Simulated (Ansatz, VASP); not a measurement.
## KC in VASP and in Ansatz

```
CELL_PARAMETERS angstrom
3.23586 0.00000 0.00000
-1.61793 2.80234 0.00000
0.00000 0.00000 5.18927
ATOMIC_POSITIONS crystal
K 0.00000 0.00000 0.00000
C 0.00000 0.00000 0.50000
```

Alike in both runs: functional PBE; k mesh 7 × 7 × 3; occupations gaussian, width 0.2 eV; no spin polarisation.

Ansatz relaxed the structure, and its values are those at the end. VASP's run is a single point on that final structure, the one shown.

|  | VASP | Ansatz |
| --- | --- | --- |
| version | VASP 6.6.1 | Ansatz 0.2.0 |
| potentials or method | VASP PAW PBE potentials, release 64 (K_sv, C), cutoff 600 eV | scalar-relativistic, plane waves, PAW |
| valence electrons in the cell | 13 | 13 |

VASP gave:

* gap on the k mesh at the Fermi level (eV): none
* pressure (GPa): 0.4

Question: What did Ansatz give for the same quantities?

Answer: gap on the k mesh at the Fermi level (eV): none; pressure (GPa): 0.3.

A gap of «none» marks a metal or a gap that the smearing closes. With one functional, cell and mesh, what is left measures potentials, basis and numerics.

The k mesh is coarse, so the values compare programs but aren't converged.
